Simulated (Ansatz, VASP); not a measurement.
# PtSe2: VASP beside Ansatz

```
Pt Se
1.0
     3.72865    0.00000    0.00000
    -1.86433    3.22911    0.00000
     0.00000    0.00000    5.27716
Pt Se
1 2
Direct
  0.00000 0.00000 0.00000
  0.33333 0.66667 0.24622
  0.66667 0.33333 0.75378
```

Alike in both runs: task single point; functional r2SCAN; k mesh 12 × 12 × 6; occupations fermi-dirac, width 0.02 eV; no spin polarisation.

|  | VASP | Ansatz |
| --- | --- | --- |
| version | VASP 6.6.1 | Ansatz 0.2.0 |
| potentials or method | VASP PAW PBE potentials, release 64 (Pt, Se) | plane waves, PAW |
| plane-wave cutoff (eV) | 520 | 500 |
| valence electrons in the cell | 22 | 50 |

VASP gave:

```
pressure (GPa)                     : 1.4
rms of the force components (eV/Å) : 0.009
```

Q: What did Ansatz give for the same quantities?

A: Pressure (GPa): 1.4; rms of the force components (eV/Å): 0.015.

VASP's potentials were made for PBE, not for r2SCAN. Atom by atom the forces differ by 0.006 eV/Å (rms over components). VASP's potentials hold 22 valence electrons a cell and Ansatz's 50, so a difference there can come from the potentials and not from the codes.

Spin-orbit coupling is off throughout.
